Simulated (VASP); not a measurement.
Input of a VASP 6.6.1 run:

INCAR

```
PREC = Accurate
ENCUT = 500
EDIFF = 1E-6
ISMEAR = 0
SIGMA = 0.01
LREAL = False
LASPH = True
NELM = 120
ALGO = Normal
ISIF = 2
LWAVE = False
LCHARG = True
GGA = PS
LELF = True
LVHAR = True
NBANDS = 17
GGA_COMPAT = False
```

KPOINTS

```
regular mesh
0
Gamma
  3 3 3
```

Contents of POSCAR:

```
PbS
1.0
    4.0896976900      0.0000000000      0.0000000000
   -2.0448488450      3.5417820933      0.0000000000
    0.0000000000      0.0000000000      3.7881670000
Pb S
1 1
Direct
    0.0000000000      0.0000000000      0.0000000000
    0.6666666667      0.3333333333      0.5000000000
```

Potentials or basis: VASP PAW PBE potentials, release 64 (Pb_d, S).

Launch:

```bash
$ cat potpaw_PBE.64/Pb_d/POTCAR potpaw_PBE.64/S/POTCAR > POTCAR
$ mpirun -np 1 vasp_std > vasp.out
```

(1) Estimate the band gap on the k mesh.

(2) What does it give for the pressure?

Answers

(1) 0.61 eV (least direct gap 1.66 eV).

(2) -3.3 GPa.

Caveat: the k points lie up to 0.59 Å⁻¹ apart; the PAW data sets were made with another functional, which shifts forces and pressure a little; spin-orbit coupling is left out, which moves the levels of the heavy elements.
